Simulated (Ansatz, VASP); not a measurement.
## Nb2SiN: VASP beside Ansatz

```xyz
4
Lattice="2.9550 0.0000 0.0000 -1.4775 2.5591 0.0000 0.0000 0.0000 9.2092" Properties=species:S:1:pos:R:3 pbc="T T T"
Nb    0.0000    0.0000    7.3516
Nb    0.0000    0.0000    1.8575
Si    0.0000    0.0000    4.6046
N     0.0000    0.0000    0.0000
```

Alike in both runs: functional PBE; k mesh 6 × 6 × 4; occupations gaussian, width 0.1 eV; no spin polarisation.

Ansatz relaxed the structure, and its values are those at the end. VASP's run is a single point on that final structure, the one shown.

|  | VASP | Ansatz |
| --- | --- | --- |
| version | VASP 6.6.1 | Ansatz 0.2.0 |
| potentials or method | VASP PAW PBE potentials, release 64 (Nb_sv, Si, N), cutoff 520 eV | scalar-relativistic, plane waves, PAW |
| valence electrons in the cell | 35 | 35 |

```csv
,VASP,Ansatz,Ansatz less VASP
gap on the k mesh at the Fermi level (eV),none,none,-
pressure (GPa),-0.2,0.0,+0.24
rms of the force components (eV/Å),0.009,0.000,-0.0087
```

A gap of «none» marks a metal or a gap that the smearing closes. With one functional, cell and mesh, what is left measures potentials, basis and numerics.

The k mesh is coarse, so the values compare programs but aren't converged.
